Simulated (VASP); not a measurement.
# ZnSe (F-43m) in VASP: notebook

The runs below take ZnSe through single point, relaxation of cell and atoms, with r2SCAN.

Everything below comes from runs of VASP 6.6.1. Logs are shortened: lines on timing, memory, paths and dates and some standing lists are left out, and cuts for length are marked.

### Step 1. The cell of the first run

Symmetry: F-43m, No. 216, cubic system. Conventional cell: a = 5.666 Å, b = 5.666 Å, c = 5.666 Å, α = 90.00°, β = 90.00°, γ = 90.00°. Zn (site symmetry -43m) has 4 Se at 2.45 Å within 3.2 Å. Within 3.2 Å of Se (site symmetry -43m) lie 4 Zn at 2.45 Å.

### Step 2. Single point, r2SCAN

POSCAR

```
ZnSe
1.0
    0.0000000000      2.8329297011      2.8329297011
    2.8329297011      0.0000000000      2.8329297011
    2.8329297011      2.8329297011      0.0000000000
Zn Se
1 1
Direct
    0.0000000000      0.0000000000      0.0000000000
    0.7500000000      0.7500000000      0.7500000000
```

INCAR.step1

```
ALGO = Normal
EDIFF = 1E-4
ENCUT = 520
GGA = PE
ISMEAR = -1
LASPH = True
LCHARG = False
LREAL = False
LWAVE = True
NBANDS = 16
NELM = 80
PREC = Accurate
SIGMA = 0.05
```

INCAR.step2

```
ALGO = Normal
EDIFF = 1E-6
ENCUT = 520
ISIF = 2
ISMEAR = -1
ISTART = 1
LASPH = True
LCHARG = False
LMIXTAU = True
LREAL = False
LWAVE = False
METAGGA = R2SCAN
NBANDS = 16
NELM = 80
PREC = Accurate
SIGMA = 0.05
```

KPOINTS

```
k-points
0
Gamma
  12 12 12
```

Potentials or basis: VASP PAW PBE potentials, release 64 (Zn, Se).

Command:

```console
> cat potpaw_PBE.64/Zn/POTCAR potpaw_PBE.64/Se/POTCAR > POTCAR
> cp INCAR.step1 INCAR
> mpirun -np 1 vasp_std > vasp.out
> cp INCAR.step2 INCAR
> mpirun -np 1 vasp_std > vasp.out
```

OUTCAR:

```text
EDIFF = 1E-6
   ENCUT = 520
   ISIF = 2
   ISMEAR = -1
   ISTART = 1
   LASPH = True
   LREAL = False
   METAGGA = R2SCAN
   NELM = 80
   PREC = Accurate

 ion  position               nearest neighbor table
   1  0.000  0.000  0.000-   2 2.45   2 2.45   2 2.45   2 2.45
   2  0.750  0.750  0.750-   1 2.45   1 2.45   1 2.45   1 2.45

  LATTYP: Found a face centered cubic cell.
 ALAT       =     5.6658594022

  Lattice vectors:

 A1 = (   0.0000000000,   2.8329297011,   2.8329297011)
 A2 = (   2.8329297011,   0.0000000000,   2.8329297011)
 A3 = (   2.8329297011,   2.8329297011,   0.0000000000)

Analysis of symmetry for initial positions (statically):
=====================================================================
 Subroutine PRICEL returns:
 Original cell was already a primitive cell.

 Routine SETGRP: Setting up the symmetry group for a
 face centered cubic supercell.

 Subroutine GETGRP returns: Found 24 space group operations
 (whereof 24 operations were pure point group operations)
 out of a pool of 48 trial point group operations.

The static configuration has the point symmetry T_d .

Analysis of symmetry for dynamics (positions and initial velocities):
=====================================================================
 Subroutine PRICEL returns:
 Original cell was already a primitive cell.

 Routine SETGRP: Setting up the symmetry group for a
 face centered cubic supercell.

 Subroutine GETGRP returns: Found 24 space group operations
 (whereof 24 operations were pure point group operations)
 out of a pool of 48 trial point group operations.

The dynamic configuration has the point symmetry T_d .

 Subroutine INISYM returns: Found 24 space group operations
 (whereof 24 operations are pure point group operations),
 and found     1 'primitive' translations

----------------------------------------------------------------------------------------

                                     Primitive cell

  volume of cell :      45.4713

  direct lattice vectors                    reciprocal lattice vectors
     0.000000000  2.832929701  2.832929701    -0.176495732  0.176495732  0.176495732
     2.832929701  0.000000000  2.832929701     0.176495732 -0.176495732  0.176495732
     2.832929701  2.832929701  0.000000000     0.176495732  0.176495732 -0.176495732

  length of vectors
     4.006367605  4.006367605  4.006367605     0.305699574  0.305699574  0.305699574

  position of ions in fractional coordinates (direct lattice)
     0.000000000  0.000000000  0.000000000
     0.750000000  0.750000000  0.750000000

  ion indices of the primitive-cell ions
   primitive index   ion index
                 1           1
                 2           2

----------------------------------------------------------------------------------------

 KPOINTS: k-points

Automatic generation of k-mesh.
 Grid dimensions read from file:
 generate k-points for:   12   12   12

 Generating k-lattice:

  Cartesian coordinates                     Fractional coordinates (reciprocal lattice)
    -0.014707978  0.014707978  0.014707978     0.083333333  0.000000000  0.000000000
     0.014707978 -0.014707978  0.014707978     0.000000000  0.083333333  0.000000000
     0.014707978  0.014707978 -0.014707978     0.000000000  0.000000000  0.083333333

  Length of vectors
     0.025474965  0.025474965  0.025474965

  Shift w.r.t. Gamma in fractional coordinates (k-lattice)
     0.000000000  0.000000000  0.000000000

 Subroutine IBZKPT returns following result:
 ===========================================

 Found     72 irreducible k-points:

 Following reciprocal coordinates:
            Coordinates               Weight
  0.000000  0.000000  0.000000      1.000000
  0.083333  0.000000  0.000000      8.000000
  0.166667  0.000000  0.000000      8.000000
  0.250000  0.000000  0.000000      8.000000
  0.333333  0.000000  0.000000      8.000000
  0.416667  0.000000  0.000000      8.000000
[... 16 lines left out ...]
  0.500000  0.166667  0.000000     24.000000
 -0.416667  0.166667  0.000000     24.000000
 [... further k-points ...]
   k-points           NKPTS =     72   k-points in BZ     NKDIM =     72   number of bands    NBANDS=     16
   number of dos      NEDOS =    301   number of ions     NIONS =      2
   total plane-waves  NPLWV =  27000
   dimension x,y,z NGX =    30 NGY =   30 NGZ =   30
   dimension x,y,z NGXF=    60 NGYF=   60 NGZF=   60
   ions per type =               1   1
   NGX,Y,Z   is equivalent  to a cutoff of  12.45, 12.45, 12.45 a.u.
   NGXF,Y,Z  is equivalent  to a cutoff of  24.90, 24.90, 24.90 a.u.
 SYSTEM =  unknown system
   PREC   = accura    normal or accurate (medium, high low for compatibility)
   ISTART =      1    job   : 0-new  1-cont  2-samecut
   ICHARG =      0    charge: 1-file 2-atom 10-const
   ISPIN  =      1    spin polarized calculation?
   LNONCOLLINEAR =      F non collinear calculations
   LSORBIT =      F    spin-orbit coupling
   LASPH  =      T    aspherical Exc in radial PAW
   ENCUT  =  520.0 eV  38.22 Ry    6.18 a.u.   7.45  7.45  7.45*2*pi/ulx,y,z
   NELM   =     80;   NELMIN=  2; NELMDL=  0     # of ELM steps
   EDIFF  = 0.1E-05   stopping-criterion for ELM
   LREAL  =      F    real-space projection
   EDIFFG = 0.1E-04   stopping-criterion for IOM
   NSW    =      0    number of steps for IOM
   IBRION =     -1    ionic relax: 0-MD 1-quasi-New 2-CG
   NFREE  =      0    steps in history (QN), initial steepest desc. (CG)
   ISIF   =      2    stress and relaxation
   ISYM   =      2    0-nonsym 1-usesym 2-fastsym
   POTIM  = 0.5000    time-step for ionic-motion
   TEBEG  =    0.0;   TEEND  =   0.0 temperature during run
   PSTRESS=    0.0 pullay stress
   NELECT =      18.0000    total number of electrons
   NUPDOWN=      -1.0000    fix difference up-down
   EMIN   =  10.00;   EMAX   =-10.00  energy-range for DOS
   EFERMI =   0.00;   METHOD = LEGACY
   ISMEAR =    -1;   SIGMA  =   0.05  broadening in eV -4-tet -1-fermi 0-gaus
   EFERMI_NEDOS =   21; number of points for ismear=-14 and -15
   IALGO  =     38    algorithm
   IMIX   =      4    mixing-type and parameters
     AMIX     =   0.40;   BMIX     =  1.00
     AMIX_MAG =   1.60;   BMIX_MAG =  1.00
  volume/ion in A,a.u.               =      22.74       153.43
  Fermi-wavevector in a.u.,A,eV,Ry     =   1.202043  2.271531 19.659146  1.444906
  Thomas-Fermi vector in A             =   2.337835
   LORBIT       =      0    0 simple, 1 ext, 2 COOP (PROOUT), +10 PAW based schemes
   METAGGA = R2SCAN    functional components
   LHFCALC =     F    Hartree Fock is set to
   AEXX    =    0.0000 exact exchange contribution
   IVDW    =     0    specifies the selected vdW correction
   LEPSILON=     F    determine dielectric tensor
   LRPA    =     F    only Hartree local field effects (RPA)
 non-spin polarized calculation
  energy-cutoff  :      520.00
  volume of cell :       45.47
 maximum number of plane-waves:      1245
 NGX is ok and might be reduce to    30
   NGX = 15   NGY = 15   NGZ = 15

 number of electron      18.0000011 magnetization

 Free energy of the ion-electron system (eV)
  ---------------------------------------------------
  ext. energy  EPLUGINS =         0.00000000
  ---------------------------------------------------
  free energy    TOTEN  =       -24.90971538 eV

  energy without entropy =      -24.90971538  energy(sigma->0) =      -24.90971538

 E-fermi :   2.3127     XC(G=0):  -9.9246

 val. band max:        1.3057206919   @ k =   0.0000   0.0000   0.0000
 cond. band min:       3.1768580937   @ k =   0.0000   0.0000   0.0000
 fundamental gap:      1.8711374018
 Fermi energy:         2.3127199623

 k-point     1 :       0.0000    0.0000    0.0000
  band No.  band energies     occupation
      1     -12.4140      2.00000
      2      -5.3910      2.00000
      3      -5.3910      2.00000
      4      -5.3909      2.00000
      5      -4.9829      2.00000
      6      -4.9829      2.00000
[... 8 lines left out ...]
     15      13.3358      0.00000
     16      13.3358      0.00000

 k-point     2 :       0.0833    0.0000    0.0000
  band No.  band energies     occupation
      1     -12.3668      2.00000
      2      -5.3876      2.00000
      3      -5.3832      2.00000
      4      -5.3832      2.00000
      5      -4.9836      2.00000
      6      -4.9836      2.00000
[... 8 lines left out ...]
     15      12.8538      0.00000
     16      12.8538      0.00000

 k-point     3 :       0.1667    0.0000    0.0000
  band No.  band energies     occupation
      1     -12.2334      2.00000
      2      -5.3705      2.00000
      3      -5.3627      2.00000
      4      -5.3627      2.00000
      5      -4.9846      2.00000
      6      -4.9845      2.00000
[... 8 lines left out ...]
     15      12.3207      0.00000
     16      12.9924      0.00000

 k-point     4 :       0.2500    0.0000    0.0000
  band No.  band energies     occupation
      1     -12.0391      2.00000
      2      -5.3368      2.00000
      3      -5.3368      2.00000
      4      -5.3194      2.00000
      5      -4.9828      2.00000
      6      -4.9828      2.00000
[... 8 lines left out ...]
     15      12.3122      0.00000
     16      12.6315      0.00000
[... 324 lines left out ...]
 k-point    22 :       0.4167    0.1667    0.0000
  band No.  band energies     occupation
      1     -11.6560      2.00000
      2      -5.3094      2.00000
      3      -5.2603      2.00000
      4      -5.1493      2.00000
      5      -4.9586      2.00000
      6      -4.9576      2.00000
[... 8 lines left out ...]
     15      14.4628      0.00000
     16      14.9952      0.00000

 k-point    23 :       0.5000    0.1667    0.0000
  band No.  band energies     occupation
      1     -11.5344      2.00000
      2      -5.2918      2.00000
      3      -5.2536      2.00000
      4      -5.0392      2.00000
      5      -4.9613      2.00000
      6      -4.8496      2.00000
[... 8 lines left out ...]
     15      14.8489      0.00000
     16      15.1633      0.00000

 k-point    24 :      -0.4167    0.1667    0.0000
  band No.  band energies     occupation
      1     -11.5177      2.00000
      2      -5.2855      2.00000
      3      -5.2585      2.00000
      4      -5.0040      2.00000
      5      -4.9727      2.00000
      6      -4.8145      2.00000
[... 8 lines left out ...]
     15      13.7161      0.00000
     16      14.6225      0.00000

 [... further k-points ...]

------------------------ aborting loop because EDIFF is reached ----------------------------------------

  FORCE on cell =-STRESS in cart. coord.  units (eV):
  Direction    XX          YY          ZZ          XY          YZ          ZX
  --------------------------------------------------------------------------------------
  -------------------------------------------------------------------------------------
  Total        0.0241371      0.0241371      0.0241371     -0.0000000      0.0000000     -0.0000000
  in kB        0.8504696      0.8504696      0.8504696     -0.0000000      0.0000000     -0.0000000
  external PRESSURE =       0.8504696 kB  Pullay stress =       0.0000000 kB

 VOLUME and BASIS-vectors are now :
 -----------------------------------------------------------------------------
  energy-cutoff  :      520.00
  volume of cell :       45.47
      direct lattice vectors                 reciprocal lattice vectors
     0.000000000  2.832929701  2.832929701    -0.176495732  0.176495732  0.176495732
     2.832929701  0.000000000  2.832929701     0.176495732 -0.176495732  0.176495732
     2.832929701  2.832929701  0.000000000     0.176495732  0.176495732 -0.176495732

 POSITION                                       TOTAL-FORCE (eV/Angst)
 -----------------------------------------------------------------------------------
      0.00000      0.00000      0.00000        -0.000000     -0.000000     -0.000000
      4.24939      4.24939      4.24939         0.000000      0.000000      0.000000
 -----------------------------------------------------------------------------------
    total drift:                               -0.000022     -0.000022     -0.000022

  FREE ENERGIE OF THE ION-ELECTRON SYSTEM (eV)
  ---------------------------------------------------
  free  energy   TOTEN  =       -24.9097153780 eV

  energy  without entropy=      -24.9097153780  energy(sigma->0) =      -24.90971538
```

Wall time 4.9 min (1 thread of Intel Xeon 8259CL, shared host); peak memory 0.21 GiB.

What came out:

```yaml
Free_energy: -24.9097 eV
Pressure: 0.1 GPa
Band_gap_on_the_k_mesh: 1.87 eV
```

Caveat: the PAW data sets were made with another functional, which shifts forces and pressure a little.

### Step 3. Relaxation of cell and atoms, r2SCAN

POSCAR

```
ZnSe
1.0
    0.0000000000      2.8338000000      2.8338000000
    2.8338000000      0.0000000000      2.8338000000
    2.8338000000      2.8338000000      0.0000000000
Zn Se
1 1
Direct
    0.0000000000      0.0000000000      0.0000000000
    0.7500000000      0.7500000000      0.7500000000
```

INCAR.step1

```
SYSTEM = ZnSe
PREC     = Accurate       ! precision mode
ENCUT    = 600            ! plane-wave cutoff, eV
ISMEAR   = -1             ! smearing method
SIGMA    = 0.05           ! smearing width, eV
LREAL    = .False.        ! projectors in reciprocal space
LASPH    = .True.         ! aspherical terms in the spheres
NELM     = 100            ! most SCF steps
GGA      = PE             ! functional
ALGO     = Normal         ! electronic algorithm
EDIFF    = 1E-4           ! SCF threshold, eV
LWAVE    = .True.         ! write WAVECAR
LCHARG   = .False.        ! write CHGCAR
```

INCAR.step2

```
SYSTEM = ZnSe
PREC     = Accurate       ! precision mode
ENCUT    = 600            ! plane-wave cutoff, eV
EDIFF    = 1E-7           ! SCF threshold, eV
ISMEAR   = -1             ! smearing method
SIGMA    = 0.05           ! smearing width, eV
LREAL    = .False.        ! projectors in reciprocal space
LASPH    = .True.         ! aspherical terms in the spheres
NELM     = 100            ! most SCF steps
ALGO     = Normal         ! electronic algorithm
ISIF     = 3              ! what is computed and relaxed
LWAVE    = .False.        ! write WAVECAR
LCHARG   = .False.        ! write CHGCAR
METAGGA  = R2SCAN         ! meta-GGA
LMIXTAU  = .True.       
IBRION   = 2              ! ionic algorithm
NSW      = 100            ! ionic steps
EDIFFG   = -0.002         ! ionic threshold
ISTART   = 1
```

KPOINTS

```
Automatic mesh
0
Gamma
  12 12 12
  0 0 0
```

Potentials or basis: VASP PAW PBE potentials, release 64 (Zn, Se).

Command:

```console
> cat potpaw_PBE.64/Zn/POTCAR potpaw_PBE.64/Se/POTCAR > POTCAR
> cp INCAR.step1 INCAR
> mpirun -np 1 vasp_std > vasp.out
> cp INCAR.step2 INCAR
> mpirun -np 1 vasp_std > vasp.out
```

It took 5.9 min on 1 thread of Intel Xeon 8259CL, shared host; peak memory 0.24 GiB.

The run converged. Its results:

* Free energy: -24.9112 eV
* Relaxed volume: 22.75 Å³/atom
* Relaxed cell: a = 4.007 Å, b = 4.007 Å, c = 4.007 Å, α = 60.00°, β = 60.00°, γ = 60.00°
* Space group after relaxing (to 0.1 Å): F-43m (No. 216)
* Energy gained by relaxing: 0.0 meV/atom
* Ionic steps: 2
* Pressure after relaxing: 0.0 GPa
* Band gap on the k mesh: 1.87 eV

Final structure:
```
Zn Se
1.0
     0.00000    2.83340    2.83340
     2.83340    0.00000    2.83340
     2.83340    2.83340    0.00000
Zn Se
1 1
Cartesian
  0.0000 2.8334 2.8334
  4.2501 4.2501 4.2501
```

Levels at points of the mesh, in eV from the valence-band top:
```tsv
k point	band 7	band 8	band 9	band 10	band 11	band 12
(0.00, 0.00, 0.00)	0.00	0.00	0.00	1.87	6.32	6.32
(0.50, 0.00, 0.00)	-5.30	-0.88	-0.88	3.05	6.87	6.87
(0.50, 0.50, 0.00)	-4.79	-2.23	-2.23	3.34	3.87	11.51
```

Caveat: the PAW data sets were made with another functional, which shifts forces and pressure a little.
